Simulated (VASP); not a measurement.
# LiH (I4/mmm) in VASP: notebook

LiH is run at these levels: r2SCAN, HSE06; tasks: single point.

Everything below comes from runs of VASP 6.6.1. Logs are shortened: lines on timing, memory, paths and dates and some standing lists are left out, and cuts for length are marked.

## 1. The cell of the first run

The structure is tetragonal, space group I4/mmm (No. 139). Conventional cell: a = 2.997 Å, b = 2.997 Å, c = 3.933 Å, α = 90.00°, β = 90.00°, γ = 90.00°. Li (site symmetry 4/mmm) has 6 H at 1.97 to 2.12 Å within 2.6 Å. H (site symmetry 4/mmm) has 6 Li at 1.97 to 2.12 Å within 2.6 Å.

## 2. Single point, r2SCAN (epitaxial xy strain +5.8%)

File POSCAR:

```
LiH
1.0
    0.0000000000      2.1193688414      1.9667136018
    2.1193688414      0.0000000000      1.9667136018
    2.1193688414      2.1193688414      0.0000000000
Li H
1 1
Direct
    0.0000000000      0.0000000000      0.0000000000
    0.5000000000      0.5000000000      0.5000000000
```

File INCAR.step1:

```
PREC = Accurate
ENCUT = 520
ISMEAR = 0
SIGMA = 0.01
LREAL = False
LASPH = True
NELM = 60
NBANDS = 9
GGA = PE
ALGO = Normal
EDIFF = 1E-4
LWAVE = True
LCHARG = False
```

File INCAR.step2:

```
PREC = Accurate
ENCUT = 520
EDIFF = 1E-7
ISMEAR = 0
SIGMA = 0.01
LREAL = False
LASPH = True
NELM = 60
ALGO = Normal
ISIF = 2
LWAVE = False
LCHARG = False
METAGGA = R2SCAN
LMIXTAU = True
NBANDS = 9
ISTART = 1
```

File KPOINTS:

```
Automatic mesh
0
Gamma
  10 10 10
```

Potentials or basis: VASP PAW PBE potentials, release 64 (Li_sv, H).

Run with:

```
$ cat potpaw_PBE.64/Li_sv/POTCAR potpaw_PBE.64/H/POTCAR > POTCAR
$ cp INCAR.step1 INCAR
$ mpirun -np 1 vasp_std > vasp.out
$ cp INCAR.step2 INCAR
$ mpirun -np 1 vasp_std > vasp.out
```

OUTCAR:

```text
PREC = Accurate
   ENCUT = 520
   EDIFF = 1E-7
   ISMEAR = 0
   LREAL = False
   LASPH = True
   NELM = 60
   ISIF = 2
   METAGGA = R2SCAN
   ISTART = 1

 ion  position               nearest neighbor table
   1  0.000  0.000  0.000-
   2  0.500  0.500  0.500-

  LATTYP: Found a body centered tetragonal cell.
 ALAT       =     2.9972401592
 C/A-ratio  =     1.3123496933

  Lattice vectors:

 A1 = (   0.0000000000,  -2.1193688414,  -1.9667136018)
 A2 = (   0.0000000000,   2.1193688414,  -1.9667136018)
 A3 = (   2.1193688414,   0.0000000000,   1.9667136018)

Analysis of symmetry for initial positions (statically):
=====================================================================
 Subroutine PRICEL returns:
 Original cell was already a primitive cell.

 Routine SETGRP: Setting up the symmetry group for a
 body centered tetragonal supercell.

 Subroutine GETGRP returns: Found 16 space group operations
 (whereof 16 operations were pure point group operations)
 out of a pool of 16 trial point group operations.

The static configuration has the point symmetry D_4h.

Analysis of symmetry for dynamics (positions and initial velocities):
=====================================================================
 Subroutine PRICEL returns:
 Original cell was already a primitive cell.

 Routine SETGRP: Setting up the symmetry group for a
 body centered tetragonal supercell.

 Subroutine GETGRP returns: Found 16 space group operations
 (whereof 16 operations were pure point group operations)
 out of a pool of 16 trial point group operations.

The dynamic configuration has the point symmetry D_4h.

 Subroutine INISYM returns: Found 16 space group operations
 (whereof 16 operations are pure point group operations),
 and found     1 'primitive' translations

----------------------------------------------------------------------------------------

                                     Primitive cell

  volume of cell :      17.6679

  direct lattice vectors                    reciprocal lattice vectors
     0.000000000  2.119368841  1.966713602    -0.235919294  0.235919294  0.254231221
     2.119368841  0.000000000  1.966713602     0.235919294 -0.235919294  0.254231221
     2.119368841  2.119368841  0.000000000     0.235919294  0.235919294 -0.254231221

  length of vectors
     2.891312276  2.891312276  2.997240159     0.419463157  0.419463157  0.419463157

  position of ions in fractional coordinates (direct lattice)
     0.000000000  0.000000000  0.000000000
[... 78 lines left out ...]
   EDIFF  = 0.1E-06   stopping-criterion for ELM
   LREAL  =      F    real-space projection
   EDIFFG = 0.1E-05   stopping-criterion for IOM
   NSW    =      0    number of steps for IOM
   IBRION =     -1    ionic relax: 0-MD 1-quasi-New 2-CG
   NFREE  =      0    steps in history (QN), initial steepest desc. (CG)
   ISIF   =      2    stress and relaxation
   ISYM   =      2    0-nonsym 1-usesym 2-fastsym
   POTIM  = 0.5000    time-step for ionic-motion
   TEBEG  =    0.0;   TEEND  =   0.0 temperature during run
   PSTRESS=    0.0 pullay stress
   NELECT =       4.0000    total number of electrons
   NUPDOWN=      -1.0000    fix difference up-down
   EMIN   =  10.00;   EMAX   =-10.00  energy-range for DOS
   EFERMI =   0.00;   METHOD = LEGACY
   ISMEAR =     0;   SIGMA  =   0.01  broadening in eV -4-tet -1-fermi 0-gaus
   EFERMI_NEDOS =   21; number of points for ismear=-14 and -15
   IALGO  =     38    algorithm
   IMIX   =      4    mixing-type and parameters
     AMIX     =   0.40;   BMIX     =  1.00
     AMIX_MAG =   1.60;   BMIX_MAG =  1.00
  volume/ion in A,a.u.               =       8.83        59.61
  Fermi-wavevector in a.u.,A,eV,Ry     =   0.997777  1.885525 13.545398  0.995559
  Thomas-Fermi vector in A             =   2.129956
   LORBIT       =      0    0 simple, 1 ext, 2 COOP (PROOUT), +10 PAW based schemes
   METAGGA = R2SCAN    functional components
   LHFCALC =     F    Hartree Fock is set to
   AEXX    =    0.0000 exact exchange contribution
   IVDW    =     0    specifies the selected vdW correction
   LEPSILON=     F    determine dielectric tensor
   LRPA    =     F    only Hartree local field effects (RPA)
 non-spin polarized calculation
 Gauss-broadening in eV      SIGMA  =   0.01
  energy-cutoff  :      520.00
  volume of cell :       17.67
 maximum number of plane-waves:       499
 NGX is ok and might be reduce to    24
   NGX = 11   NGY = 11   NGZ = 11

 number of electron       4.0000005 magnetization

 Free energy of the ion-electron system (eV)
  ---------------------------------------------------
  ext. energy  EPLUGINS =         0.00000000
  ---------------------------------------------------
  free energy    TOTEN  =        -6.78935205 eV

  energy without entropy =       -6.78935205  energy(sigma->0) =       -6.78935205

 E-fermi :  -0.1614     XC(G=0):  -8.5017

 val. band max:       -0.2536872777   @ k =   0.5000   0.5000   0.0000
 cond. band min:       2.7194402723   @ k =   0.5000   0.0000   0.5000
 fundamental gap:      2.9731275501
 Fermi energy:        -0.1613605149

 k-point     1 :       0.0000    0.0000    0.0000
  band No.  band energies     occupation
      1     -46.4127      2.00000
      2      -5.6949      2.00000
      3      15.6741      0.00000
      4      17.3718      0.00000
      5      18.0935      0.00000
      6      18.0940      0.00000
      7      22.0329      0.00000
      8      22.0331      0.00000
      9      22.4520      0.00000
[... 265 lines left out ...]
 k-point    24 :       0.4000    0.3000    0.0000
  band No.  band energies     occupation
      1     -46.3753      2.00000
      2      -2.4863      2.00000
      3       7.1752      0.00000
      4       9.9448      0.00000
      5      10.9478      0.00000
      6      15.4451      0.00000
      7      17.2438      0.00000
      8      28.6190      0.00000
      9      29.0559      0.00000

 [... further k-points ...]
[... 5 lines left out ...]
  --------------------------------------------------------------------------------------
  -------------------------------------------------------------------------------------
  Total       -0.4779201     -0.4779201     -0.0158585      0.0000000      0.0000000      0.0000000
  in kB      -43.3392778    -43.3392778     -1.4380993      0.0000000      0.0000000      0.0000000
  external PRESSURE =     -29.3722183 kB  Pullay stress =       0.0000000 kB

 VOLUME and BASIS-vectors are now :
 -----------------------------------------------------------------------------
  energy-cutoff  :      520.00
  volume of cell :       17.67
      direct lattice vectors                 reciprocal lattice vectors
     0.000000000  2.119368841  1.966713602    -0.235919294  0.235919294  0.254231221
     2.119368841  0.000000000  1.966713602     0.235919294 -0.235919294  0.254231221
     2.119368841  2.119368841  0.000000000     0.235919294  0.235919294 -0.254231221

 POSITION                                       TOTAL-FORCE (eV/Angst)
 -----------------------------------------------------------------------------------
      0.00000      0.00000      0.00000         0.000000      0.000000      0.000000
      2.11937      2.11937      1.96671        -0.000000      0.000000      0.000000
 -----------------------------------------------------------------------------------
    total drift:                                0.000000     -0.000000     -0.000000

  FREE ENERGIE OF THE ION-ELECTRON SYSTEM (eV)
  ---------------------------------------------------
  free  energy   TOTEN  =        -6.7893520540 eV

  energy  without entropy=       -6.7893520540  energy(sigma->0) =       -6.78935205
```

It took 37 s on 1 thread of Intel Xeon Platinum 8375C at 2.90GHz (Ice Lake), shared host; peak memory 0.14 GiB.

What came out:

| Quantity | Value |
| --- | --- |
| Free energy | -6.7894 eV |
| Band gap on the k mesh | 2.97 eV, indirect (least direct gap 3.49 eV) |

Levels at points of the mesh, in eV from the valence-band top:
```
           k point  band 1  band 2  band 3  band 4  band 5
(0.00, 0.00, 0.00)  -46.16   -5.44   15.93   17.63   18.35
(0.50, 0.00, 0.00)  -46.13   -2.73    5.11   13.54   16.20
(0.50, 0.50, 0.00)  -46.11    0.00    3.99   10.14   10.14
(0.50, 0.00, 0.50)  -46.12   -0.52    2.97   11.05   11.70
```

Caveat: the cell differs from its parent crystal (epitaxial xy strain +5.8%); the cutoff is under 1.25 times the usual one of these potentials, so pressure, stress and relaxed cells hold a basis-set (Pulay) error; the PAW data sets were made with another functional, which shifts forces and pressure a little.

(Continued in part 2 of 2.)
